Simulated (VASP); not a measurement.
Write the native input for VASP 6.6.1 that does the following.

* Task: single point
* Functional: PBE
* Potentials or basis: VASP PAW PBE potentials, release 64 (Rb_sv, Re)
* Cutoff: 520 eV
* k mesh: 6 × 6 × 4
* Occupations: gaussian, width 0.1 eV
* Spin: no spin polarisation
* Dipole correction: no
* Further INCAR settings: ALGO = Fast; EDIFF = 1e-06; NBANDS = 18

The structure of RbRe2 lies in POSCAR:

```
RbRe2
1.0
    4.1202888492      0.0000000000      0.0000000000
   -2.0601444246      3.5682748143      0.0000000000
    0.0000000000      0.0000000000      4.4488168637
Rb Re
1 2
Direct
    0.0000000000      0.0000000000      0.0000000000
    0.3333333333      0.6666666667      0.5000000000
    0.6666666667      0.3333333333      0.5000000000
```

These files were run (other wordings do the same):

INCAR

```
SYSTEM = RbRe2
ALGO = Fast
EDIFF = 1E-6
ENCUT = 520
GGA = PE
ISIF = 2
ISMEAR = 0
LASPH = .True.
LCHARG = .False.
LREAL = .False.
LWAVE = .False.
NBANDS = 18
NELM = 60
PREC = Accurate
SIGMA = 0.1
```

KPOINTS

```
k-points
0
Gamma
  6 6 4
  0 0 0
```

Potentials or basis: VASP PAW PBE potentials, release 64 (Rb_sv, Re).

Run with:

```bash
$ cat potpaw_PBE.64/Rb_sv/POTCAR potpaw_PBE.64/Re/POTCAR > POTCAR
$ mpirun -np 1 vasp_std > vasp.out
```

Results of the run:

| Quantity | Value |
| --- | --- |
| Pressure | 16.8 GPa |

Wall time 25 s on 1 thread of Intel(R) Xeon(R) 6975P-C (Granite Rapids), with other jobs on the host, peak memory 0.19 GiB.
